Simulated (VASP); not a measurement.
Write the native input for VASP 6.6.1 that does the following.

| Property | Result |
| --- | --- |
| Task | single point |
| Functional | PBEsol |
| Potentials or basis | VASP PAW PBE potentials, release 64 (Sn_d, Te) |
| Cutoff | 520 eV |
| k mesh | 8 × 8 × 8 |
| Occupations | gaussian, width 0.02 eV |
| Spin | non-collinear spin, zero start, spin-orbit coupling |
| Starting moments | [[0.0, 0.0, 0.0], [0.0, 0.0, 0.0]] μB |
| Dipole correction | no |
| Further INCAR settings | ALGO = Normal; EDIFF = 1e-07; NBANDS = 32 |

The structure of SnTe lies in POSCAR:

```
SnTe
1.0
    0.0000000000      3.1508500000      3.1508500000
    3.1508500000      0.0000000000      3.1508500000
    3.1508500000      3.1508500000      0.0000000000
Sn Te
1 1
Direct
    0.0000000000      0.0000000000      0.0000000000
    0.5000000000      0.5000000000      0.5000000000
```

One way to write it, as run:

INCAR

```
ALGO = Normal ; EDIFF = 1E-7
ENCUT = 520 ; GGA = PS
GGA_COMPAT = False ; ISIF = 2
ISMEAR = 0 ; LASPH = True
LCHARG = False ; LORBIT = 11
LORBMOM = True ; LREAL = False
LSORBIT = True ; LWAVE = False
MAGMOM = 0 0 0 0 0 0 ; NBANDS = 32
NELM = 150 ; PREC = Accurate
SIGMA = 0.02
```

KPOINTS

```
k-points
0
Gamma
  8 8 8
```

Potentials or basis: VASP PAW PBE potentials, release 64 (Sn_d, Te).

Command:

```bash
$ cat potpaw_PBE.64/Sn_d/POTCAR potpaw_PBE.64/Te/POTCAR > POTCAR
$ mpirun -np 1 vasp_ncl > vasp.out
```

It gave:

```
Pressure                                              : -0.3 GPa
Net moment                                            : 0.00 μB per cell
Valence electrons inside the program's atomic spheres : Sn 12.09; Te 3.37
```

Caveat: the PAW data sets were made with another functional, which shifts forces and pressure a little.

Wall time 3 min on 1 thread of Intel Xeon 6975P-C, on a shared host, peak memory 0.42 GiB.
